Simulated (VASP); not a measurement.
PbO, 4 atoms in the cell. The structure is orthorhombic, space group Cmmm (No. 65). The conventional cell has a = 6.131 Å, b = 10.574 Å, c = 8.286 Å, α = 90.00°, β = 90.00°, γ = 90.00°. Pb (site symmetry m2m) has 2 O at 2.13 Å within 2.8 Å. O (site symmetry mm2) has 2 Pb at 2.13 Å and 1 O at 2.83 Å within 2.9 Å. The cell was generated, and may not be a known phase.

* Program: VASP 6.6.1
* Task: single point
* Functional: PBE
* Potentials or basis: VASP PAW PBE potentials, release 64 (Pb_d, O)
* Cutoff: 520 eV
* k mesh: 6 × 6 × 4
* Occupations: gaussian, width 0.02 eV
* Spin: no spin polarisation
* Dipole correction: no
* Further INCAR settings: ALGO = Normal; EDIFF = 1e-06; NBANDS = 28

Potentials or basis: VASP PAW PBE potentials, release 64 (Pb_d, O).

Run with:

```bash
$ cat potpaw_PBE.64/Pb_d/POTCAR potpaw_PBE.64/O/POTCAR > POTCAR
$ mpirun -np 1 vasp_std > vasp.out
```

Hardware: 1 thread of Intel(R) Xeon(R) Platinum 8488C (Sapphire Rapids), with other jobs on the host.

Q: How long does it take, and how much memory?

A: Run time: 4.3 min on 1 thread of Intel(R) Xeon(R) Platinum 8488C (Sapphire Rapids), with other jobs on the host, peak memory 0.54 GiB. Counts: scf iterations 19, k points 39.
